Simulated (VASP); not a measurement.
# Si2Mo (I4/mmm) in VASP: a series of runs

Si2Mo is run at these levels: r2SCAN+D3(BJ), PBE-based screened hybrid, PBE; tasks: single point.

All numbers are computed with VASP 6.6.1; they aren't measurements. Logs are shortened: lines on timing, memory, paths and dates and some standing lists are left out, and cuts for length are marked.

## Step 1: The cell of the first run

Symmetry: I4/mmm, No. 139, tetragonal system. The conventional cell has a = 3.200 Å, b = 3.200 Å, c = 7.861 Å, α = 90.00°, β = 90.00°, γ = 90.00°. Mo (site symmetry 4/mmm) has 10 Si at 2.62 Å and 4 Mo at 3.20 Å within 3.5 Å. Within 3.4 Å of Si (site symmetry 4mm) lie 9 Si at 2.61 to 3.20 Å and 5 Mo at 2.62 Å.

## Step 2: Single point, r2SCAN+D3(BJ)

Contents of POSCAR:

```
Si2Mo
1.0
   -1.6000000000      1.6000000000      3.9305000000
    1.6000000000     -1.6000000000      3.9305000000
    1.6000000000      1.6000000000     -3.9305000000
Mo Si
1 2
Direct
    0.0000000000      0.0000000000      0.0000000000
    0.6670000000      0.6670000000      0.0000000000
    0.3330000000      0.3330000000      0.0000000000
```

Contents of INCAR.step1:

```
PREC = Accurate
ENCUT = 520
ISMEAR = -1
SIGMA = 0.05
LREAL = False
LASPH = True
NELM = 60
NBANDS = 18
GGA = PE
ALGO = Normal
EDIFF = 1E-4
LWAVE = True
LCHARG = False
```

Contents of INCAR.step2:

```
PREC = Accurate
ENCUT = 520
EDIFF = 1E-7
ISMEAR = -1
SIGMA = 0.05
LREAL = False
LASPH = True
NELM = 60
ALGO = Normal
ISIF = 2
LWAVE = False
LCHARG = True
METAGGA = R2SCAN
LMIXTAU = True
IVDW = 12
VDW_S6 = 1.0
VDW_S8 = 0.78981345
VDW_A1 = 0.49484001
VDW_A2 = 5.73083694
LELF = True
LVHAR = True
NBANDS = 18
ISTART = 1
```

Contents of KPOINTS:

```
regular mesh
0
Gamma
  12 12 12
```

Potentials or basis: VASP PAW PBE potentials, release 64 (Mo_sv, Si).

The run is started by

```bash
cat potpaw_PBE.64/Mo_sv/POTCAR potpaw_PBE.64/Si/POTCAR > POTCAR
cp INCAR.step1 INCAR
mpirun -np 1 vasp_std > vasp.out
cp INCAR.step2 INCAR
mpirun -np 1 vasp_std > vasp.out
```

OUTCAR:

```text
PREC = Accurate
   ENCUT = 520
   EDIFF = 1E-7
   ISMEAR = -1
   LREAL = False
   LASPH = True
   NELM = 60
   ISIF = 2
   METAGGA = R2SCAN
   IVDW = 12
   ISTART = 1
 IVDW          = 12

 ion  position               nearest neighbor table
   1  0.000  0.000  0.000-   2 2.62   3 2.62   2 2.62   3 2.62   2 2.62   3 2.62   3 2.62   2 2.62
                             2 2.62   3 2.62
   2  0.667  0.667  0.000-   3 2.61   3 2.61   3 2.61   3 2.61   1 2.62   1 2.62   1 2.62   1 2.62
                             1 2.62   3 2.63
   3  0.333  0.333  0.000-   2 2.61   2 2.61   2 2.61   2 2.61   1 2.62   1 2.62   1 2.62   1 2.62
                             1 2.62   2 2.63

  LATTYP: Found a body centered tetragonal cell.
 ALAT       =     3.2000000000
 C/A-ratio  =     2.4565625000

  Lattice vectors:

 A1 = (  -1.6000000000,   1.6000000000,   3.9305000000)
 A2 = (   1.6000000000,  -1.6000000000,   3.9305000000)
 A3 = (   1.6000000000,   1.6000000000,  -3.9305000000)

Analysis of symmetry for initial positions (statically):
=====================================================================
 Subroutine PRICEL returns:
 Original cell was already a primitive cell.

 Routine SETGRP: Setting up the symmetry group for a
 body centered tetragonal supercell.

 Subroutine GETGRP returns: Found 16 space group operations
 (whereof 16 operations were pure point group operations)
 out of a pool of 16 trial point group operations.

The static configuration has the point symmetry D_4h.

Analysis of symmetry for dynamics (positions and initial velocities):
=====================================================================
 Subroutine PRICEL returns:
 Original cell was already a primitive cell.

 Routine SETGRP: Setting up the symmetry group for a
 body centered tetragonal supercell.

 Subroutine GETGRP returns: Found 16 space group operations
 (whereof 16 operations were pure point group operations)
 out of a pool of 16 trial point group operations.

The dynamic configuration has the point symmetry D_4h.

 Subroutine INISYM returns: Found 16 space group operations
 (whereof 16 operations are pure point group operations),
 and found     1 'primitive' translations

----------------------------------------------------------------------------------------

                                     Primitive cell

  volume of cell :      40.2483

  direct lattice vectors                    reciprocal lattice vectors
    -1.600000000  1.600000000  3.930500000     0.000000000  0.312500000  0.127210279
     1.600000000 -1.600000000  3.930500000     0.312500000  0.000000000  0.127210279
     1.600000000  1.600000000 -3.930500000     0.312500000  0.312500000  0.000000000

  length of vectors
     4.535287229  4.535287229  4.535287229     0.337399918  0.337399918  0.441941738

  position of ions in fractional coordinates (direct lattice)
     0.000000000  0.000000000  0.000000000
     0.667000000  0.667000000  0.000000000
     0.333000000  0.333000000  0.000000000

  ion indices of the primitive-cell ions
   primitive index   ion index
                 1           1
                 2           2
                 3           3

----------------------------------------------------------------------------------------

 KPOINTS: regular mesh

Automatic generation of k-mesh.
 Grid dimensions read from file:
 generate k-points for:   12   12   12

 Generating k-lattice:

  Cartesian coordinates                     Fractional coordinates (reciprocal lattice)
     0.000000000  0.026041667  0.010600857     0.083333333  0.000000000 -0.000000000
     0.026041667  0.000000000  0.010600857     0.000000000  0.083333333 -0.000000000
     0.026041667  0.026041667  0.000000000     0.000000000  0.000000000  0.083333333

  Length of vectors
     0.028116660  0.028116660  0.036828478

  Shift w.r.t. Gamma in fractional coordinates (k-lattice)
     0.000000000  0.000000000  0.000000000

 Subroutine IBZKPT returns following result:
 ===========================================

 Found    163 irreducible k-points:

 Following reciprocal coordinates:
            Coordinates               Weight
  0.000000  0.000000  0.000000      1.000000
  0.083333 -0.000000  0.000000      8.000000
  0.166667 -0.000000  0.000000      8.000000
  0.250000 -0.000000  0.000000      8.000000
  0.333333 -0.000000  0.000000      8.000000
  0.416667  0.000000  0.000000      8.000000
[... 16 lines left out ...]
  0.500000  0.166667  0.000000     16.000000
 -0.416667  0.166667  0.000000     16.000000
 [... further k-points ...]
   k-points           NKPTS =    163   k-points in BZ     NKDIM =    163   number of bands    NBANDS=     18
   number of dos      NEDOS =    301   number of ions     NIONS =      3
   total plane-waves  NPLWV =  46656
   dimension x,y,z NGX =    36 NGY =   36 NGZ =   36
   dimension x,y,z NGXF=    72 NGYF=   72 NGZF=   72
   ions per type =               1   2
   NGX,Y,Z   is equivalent  to a cutoff of  13.20, 13.20, 13.20 a.u.
   NGXF,Y,Z  is equivalent  to a cutoff of  26.39, 26.39, 26.39 a.u.
 SYSTEM =  unknown system
   PREC   = accura    normal or accurate (medium, high low for compatibility)
   ISTART =      1    job   : 0-new  1-cont  2-samecut
   ICHARG =      0    charge: 1-file 2-atom 10-const
   ISPIN  =      1    spin polarized calculation?
   LNONCOLLINEAR =      F non collinear calculations
   LSORBIT =      F    spin-orbit coupling
   LASPH  =      T    aspherical Exc in radial PAW
   ENCUT  =  520.0 eV  38.22 Ry    6.18 a.u.   8.43  8.43  8.43*2*pi/ulx,y,z
   NELM   =     60;   NELMIN=  2; NELMDL=  0     # of ELM steps
   EDIFF  = 0.1E-06   stopping-criterion for ELM
   LREAL  =      F    real-space projection
   EDIFFG = 0.1E-05   stopping-criterion for IOM
   NSW    =      0    number of steps for IOM
   IBRION =     -1    ionic relax: 0-MD 1-quasi-New 2-CG
   NFREE  =      0    steps in history (QN), initial steepest desc. (CG)
   ISIF   =      2    stress and relaxation
   ISYM   =      2    0-nonsym 1-usesym 2-fastsym
   POTIM  = 0.5000    time-step for ionic-motion
   TEBEG  =    0.0;   TEEND  =   0.0 temperature during run
   PSTRESS=    0.0 pullay stress
   NELECT =      22.0000    total number of electrons
   NUPDOWN=      -1.0000    fix difference up-down
   EMIN   =  10.00;   EMAX   =-10.00  energy-range for DOS
   EFERMI =   0.00;   METHOD = LEGACY
   ISMEAR =    -1;   SIGMA  =   0.05  broadening in eV -4-tet -1-fermi 0-gaus
   EFERMI_NEDOS =   21; number of points for ismear=-14 and -15
   IALGO  =     38    algorithm
   IMIX   =      4    mixing-type and parameters
     AMIX     =   0.40;   BMIX     =  1.00
     AMIX_MAG =   1.60;   BMIX_MAG =  1.00
  volume/ion in A,a.u.               =      13.42        90.54
  Fermi-wavevector in a.u.,A,eV,Ry     =   1.338546  2.529484 24.377614  1.791704
  Thomas-Fermi vector in A             =   2.467007
   LORBIT       =      0    0 simple, 1 ext, 2 COOP (PROOUT), +10 PAW based schemes
   METAGGA = R2SCAN    functional components
   LHFCALC =     F    Hartree Fock is set to
   AEXX    =    0.0000 exact exchange contribution
   IVDW    =    12    specifies the selected vdW correction
   LEPSILON=     F    determine dielectric tensor
   LRPA    =     F    only Hartree local field effects (RPA)
 non-spin polarized calculation
  energy-cutoff  :      520.00
  volume of cell :       40.25
 maximum number of plane-waves:      1112
 NGX is ok and might be reduce to    36
   NGX = 17   NGY = 17   NGZ = 17

 number of electron      22.0000000 magnetization

 Free energy of the ion-electron system (eV)
  ---------------------------------------------------
  ext. energy  EPLUGINS =         0.00000000
  ---------------------------------------------------
  free energy    TOTEN  =       -45.00857248 eV

  energy without entropy =      -45.00618748  energy(sigma->0) =      -45.00737998

 E-fermi :  12.2674     XC(G=0): -13.3875

 val. band max:       12.2195374738   @ k =  -0.4167   0.5000   0.3333
 cond. band min:      12.2854551616   @ k =   0.0833  -0.0000   0.0000
 fundamental gap:      0.0659176879
 Fermi energy:        12.2673665473

 k-point     1 :       0.0000    0.0000    0.0000
  band No.  band energies     occupation
      1     -50.3827      2.00000
      2     -23.8362      2.00000
      3     -23.7206      2.00000
      4     -23.7206      2.00000
      5      -1.9568      2.00000
      6       5.5498      2.00000
[... 10 lines left out ...]
     17      17.5557      0.00000
     18      17.5557      0.00000

 k-point     2 :       0.0833   -0.0000    0.0000
  band No.  band energies     occupation
      1     -50.3813      2.00000
      2     -23.8348      2.00000
      3     -23.7397      2.00000
      4     -23.7187      2.00000
      5      -1.8231      2.00000
      6       5.5585      2.00000
[... 10 lines left out ...]
     17      17.6924      0.00000
     18      18.3603      0.00000

 k-point     3 :       0.1667   -0.0000    0.0000
  band No.  band energies     occupation
      1     -50.3775      2.00000
      2     -23.8309      2.00000
      3     -23.7916      2.00000
      4     -23.7138      2.00000
      5      -1.4292      2.00000
      6       5.5189      2.00000
[... 10 lines left out ...]
     17      18.4532      0.00000
     18      19.9263      0.00000

 k-point     4 :       0.2500   -0.0000    0.0000
  band No.  band energies     occupation
      1     -50.3723      2.00000
      2     -23.8622      2.00000
      3     -23.8250      2.00000
      4     -23.7071      2.00000
      5      -0.7952      2.00000
      6       5.1730      2.00000
[... 10 lines left out ...]
     17      19.5575      0.00000
     18      21.7153      0.00000

 k-point     5 :       0.3333   -0.0000    0.0000
  band No.  band energies     occupation
      1     -50.3670      2.00000
      2     -23.9315      2.00000
      3     -23.8196      2.00000
      4     -23.7003      2.00000
      5       0.0464      2.00000
      6       4.3560      2.00000
[... 10 lines left out ...]
     17      19.5930      0.00000
     18      21.9189      0.00000

 k-point     6 :       0.4167    0.0000    0.0000
  band No.  band energies     occupation
      1     -50.3632      2.00000
      2     -23.9818      2.00000
      3     -23.8156      2.00000
      4     -23.6953      2.00000
      5       1.0505      2.00000
      6       3.2981      2.00000
[... 10 lines left out ...]
     17      19.0699      0.00000
     18      20.6293      0.00000

 k-point     7 :       0.5000   -0.0000    0.0000
  band No.  band energies     occupation
      1     -50.3618      2.00000
      2     -24.0001      2.00000
      3     -23.8141      2.00000
      4     -23.6935      2.00000
      5       2.0878      2.00000
      6       2.2355      2.00000
[... 10 lines left out ...]
     17      18.8779      0.00000
     18      19.8454      0.00000

 k-point     8 :       0.0833    0.0833    0.0000
  band No.  band energies     occupation
      1     -50.3799      2.00000
      2     -23.8342      2.00000
      3     -23.7392      2.00000
      4     -23.7365      2.00000
      5      -1.6529      2.00000
      6       5.3898      2.00000
[... 10 lines left out ...]
     17      18.3957      0.00000
     18      18.5656      0.00000
[... 229 lines left out ...]
     17      19.4123      0.00000
     18      20.5691      0.00000

 k-point    20 :       0.2500    0.1667    0.0000
  band No.  band energies     occupation
      1     -50.3671      2.00000
      2     -23.8537      2.00000
      3     -23.8213      2.00000
      4     -23.7756      2.00000
      5      -0.1318      2.00000
      6       4.6830      2.00000
[... 10 lines left out ...]
     17      19.5183      0.00000
     18      21.3159      0.00000

 k-point    21 :       0.3333    0.1667    0.0000
  band No.  band energies     occupation
      1     -50.3619      2.00000
      2     -23.9216      2.00000
      3     -23.8150      2.00000
      4     -23.7678      2.00000
      5       0.7011      2.00000
      6       4.1589      2.00000
[... 10 lines left out ...]
     17      20.2126      0.00000
     18      21.2634      0.00000

 k-point    22 :       0.4167    0.1667    0.0000
  band No.  band energies     occupation
      1     -50.3582      2.00000
      2     -23.9709      2.00000
      3     -23.8094      2.00000
      4     -23.7620      2.00000
      5       1.6653      2.00000
      6       3.2781      2.00000
[... 10 lines left out ...]
     17      20.0891      0.00000
     18      21.6839      0.00000

 k-point    23 :       0.5000    0.1667    0.0000
  band No.  band energies     occupation
      1     -50.3568      2.00000
      2     -23.9888      2.00000
      3     -23.8063      2.00000
      4     -23.7598      2.00000
      5       2.2058      2.00000
      6       2.7291      2.00000
[... 10 lines left out ...]
     17      20.2549      0.00000
     18      21.5044      0.00000

 k-point    24 :      -0.4167    0.1667    0.0000
  band No.  band energies     occupation
      1     -50.3582      2.00000
      2     -23.9707      2.00000
      3     -23.8064      2.00000
      4     -23.7618      2.00000
      5       1.1641      2.00000
      6       3.8264      2.00000
[... 10 lines left out ...]
     17      20.0136      0.00000
     18      20.9095      0.00000

 [... further k-points ...]

------------------------ aborting loop because EDIFF is reached ----------------------------------------

 Edisp (eV)   -0.81576

 E8    (eV) :    -0.2788

  FORCE on cell =-STRESS in cart. coord.  units (eV):
  Direction    XX          YY          ZZ          XY          YZ          ZX
  --------------------------------------------------------------------------------------
  -------------------------------------------------------------------------------------
  Total      -0.86042    -0.86042    -1.53210     0.00000    -0.00000     0.00000
  in kB     -34.25087   -34.25087   -60.98896     0.00000    -0.00000     0.00000
  external pressure =      -43.16 kB  Pullay stress =        0.00 kB

 VOLUME and BASIS-vectors are now :
 -----------------------------------------------------------------------------
  energy-cutoff  :      520.00
  volume of cell :       40.25
      direct lattice vectors                 reciprocal lattice vectors
    -1.600000000  1.600000000  3.930500000     0.000000000  0.312500000  0.127210279
     1.600000000 -1.600000000  3.930500000     0.312500000  0.000000000  0.127210279
     1.600000000  1.600000000 -3.930500000     0.312500000  0.312500000  0.000000000

 POSITION                                       TOTAL-FORCE (eV/Angst)
 -----------------------------------------------------------------------------------
      0.00000      0.00000      0.00000        -0.000000     -0.000000      0.000000
      0.00000      0.00000      5.24329        -0.000000     -0.000000     -0.349045
      0.00000      0.00000      2.61771         0.000000      0.000000      0.349045
 -----------------------------------------------------------------------------------
    total drift:                                0.000000      0.000000     -0.000000

  FREE ENERGIE OF THE ION-ELECTRON SYSTEM (eV)
  ---------------------------------------------------
  free  energy   TOTEN  =       -45.8243323973 eV

  energy  without entropy=      -45.8219473982  energy(sigma->0) =      -45.82313990
```

Run time: 4.6 min. Hardware: 1 thread of Intel Xeon 6975P-C (Granite Rapids), shared host; peak memory 0.29 GiB.

Results:

```yaml
Free_energy: -45.8243 eV
Pressure: -4.3 GPa
Largest_force: 0.349 eV/Å
Band_gap_on_the_k_mesh: zero (band 11 reaches 12.78 eV, above the bottom of band 12 at 11.65 eV)
Dispersion_energy_per_atom: -0.272 eV
```

Forces in eV/Å, atoms in the order of the input:
```
Mo   0.000  0.000  0.000
Si   0.000  0.000 -0.349
Si   0.000  0.000  0.349
```

Caveat: the PAW data sets were made with another functional, which shifts forces and pressure a little; pairwise dispersion overbinds metals, which lowers pressure and volume.

## Step 3: Single point, PBE-based screened hybrid

POSCAR is that of step 2.

Contents of INCAR.step1:

```
SYSTEM = Si2Mo
PREC = Accurate ; ENCUT = 520
EDIFF = 1E-5 ; ISMEAR = -1
SIGMA = 0.05 ; LREAL = .FALSE.
LASPH = .TRUE. ; NELM = 80
ALGO = Normal ; ISIF = 2
LWAVE = .TRUE. ; GGA = PE
NBANDS = 18 ; LUSENCCL = .FALSE.
```

Contents of INCAR.step2:

```
SYSTEM = Si2Mo
PREC = Accurate ; ENCUT = 520
EDIFF = 1E-6 ; ISMEAR = -1
SIGMA = 0.05 ; LREAL = .FALSE.
LASPH = .TRUE. ; NELM = 80
ALGO = Normal ; ISIF = 2
LWAVE = .FALSE. ; LCHARG = .TRUE.
GGA = PE ; LHFCALC = .TRUE.
AEXX = 0.25 ; HFSCREEN = 0.3
PRECFOCK = Normal ; LELF = .TRUE.
LVHAR = .TRUE. ; ISTART = 1
NBANDS = 18 ; LUSENCCL = .FALSE.
```

Contents of KPOINTS:

```
Automatic mesh
0
G
  6 6 6
  0 0 0
```

Potentials or basis: VASP PAW PBE potentials, release 64 (Mo_sv, Si).

The run is started by

```bash
cat potpaw_PBE.64/Mo_sv/POTCAR potpaw_PBE.64/Si/POTCAR > POTCAR
cp INCAR.step1 INCAR
mpirun -np 1 vasp_std > vasp.out
cp INCAR.step2 INCAR
mpirun -np 1 vasp_std > vasp.out
```

Run time: 26 min. Hardware: 1 × NVIDIA H100 80GB with 1 thread of AMD EPYC 7R13 (Zen 3), shared host; peak memory 1.3 GiB.

Results (log left out):

```yaml
Free_energy: -26.2726 eV
Pressure: -3.1 GPa
Largest_force: 0.421 eV/Å
Band_gap_on_the_k_mesh: zero (band 11 reaches 12.71 eV, above the bottom of band 12 at 11.60 eV)
```

Forces in eV/Å, atoms in the order of the input:
```
Mo   0.000  0.000  0.000
Si   0.000  0.000 -0.421
Si   0.000  0.000  0.421
```

Stress tensor (GPa, compression positive):
```
-2.28  0.00  0.00
 0.00 -2.28  0.00
 0.00  0.00 -4.81
```

Levels at points of the mesh, in eV from the Fermi level:
| k point | band 9 | band 10 | band 11 | band 12 | band 13 | band 14 |
| --- | --- | --- | --- | --- | --- | --- |
| (0.00, 0.00, 0.00) | -3.20 | -3.20 | 0.27 | 3.24 | 3.35 | 3.84 |
| (0.50, 0.00, 0.00) | -3.04 | -3.02 | -0.80 | 2.74 | 3.22 | 4.48 |
| (0.50, 0.50, 0.00) | -5.17 | -3.65 | -1.55 | 2.85 | 3.15 | 3.18 |
| (0.50, 0.50, 0.50) | -0.87 | -0.87 | -0.73 | -0.73 | 0.43 | 4.94 |

Caveat: the k points lie up to 0.46 Å⁻¹ apart; the PAW data sets were made with another functional, which shifts forces and pressure a little.

## Step 4: Single point, PBE, non-collinear spin, zero start, spin-orbit coupling

Contents of INCAR:

```
PREC = Accurate
ENCUT = 520
EDIFF = 1E-6
ISMEAR = -1
SIGMA = 0.05
LREAL = F
LASPH = T
NELM = 150
ALGO = Normal
ISIF = 2
LWAVE = F
LCHARG = F
LNONCOLLINEAR = T
MAGMOM = 0 0 0 0 0 0 0 0 0
LORBIT = 11
LSORBIT = T
GGA_COMPAT = F
LORBMOM = T
LMAXMIX = 4
GGA = PE
NBANDS = 35
```

Contents of KPOINTS:

```
regular mesh
0
Gamma
  9 9 9
```

POSCAR is that of step 3.

The run is started by

```bash
cat potpaw_PBE.64/Mo_sv/POTCAR potpaw_PBE.64/Si/POTCAR > POTCAR
mpirun -np 1 vasp_ncl > vasp.out
```

It took 4.5 min on 1 thread of Intel Xeon Platinum 8375C at 2.90GHz (Ice Lake), shared host; peak memory 0.46 GiB.

Results (log left out):

| Quantity | Value |
| --- | --- |
| Free energy | -23.3512 eV |
| Pressure | 2.4 GPa |
| Largest force | 0.301 eV/Å |
| Net moment | 0.00 μB per cell |
| Valence electrons inside the program's atomic spheres | Mo 12.67; Si 1.62 |

Forces in eV/Å, atoms in the order of the input:
```
Mo   0.000  0.000  0.000
Si   0.000  0.000 -0.301
Si   0.000  0.000  0.301
```

Stress tensor (GPa, compression positive):
```
2.90 0.00 0.00
0.00 2.90 0.00
0.00 0.00 1.41
```

Moments on the atoms (μB; x, y, z):
```
Mo  0.00 0.00 0.00
Si  0.00 0.00 0.00
Si  0.00 0.00 0.00
```

## Step 5: Summary

```tsv
level	spin	k mesh	grid for exact exchange (PRECFOCK)	share of exact exchange	screening parameter	gap on the mesh (eV)	pressure (GPa)	largest force (eV/Å)
r2SCAN+D3(BJ)	off	12 × 12 × 12	-	-	-	none	-4.3	0.35
PBE-based screened hybrid	off	6 × 6 × 6	Normal	0.25	0.3 1/Å	none	-3.1	0.42
PBE	non-collinear, zero start, SOC	9 × 9 × 9	-	-	-	-	2.4	0.30
```

Alike in all rows: task single point; potentials or basis VASP PAW PBE potentials, release 64 (Mo_sv, Si); cell as given; cutoff (eV) 520; smearing fermi-dirac 0.05 eV.

Caveats: some runs use coarse meshes; the PAW data sets were made with another functional, which shifts forces and pressure a little (some runs); pairwise dispersion overbinds metals, which lowers pressure and volume (some runs).

Absolute energies hang on the potentials; compare differences alone.
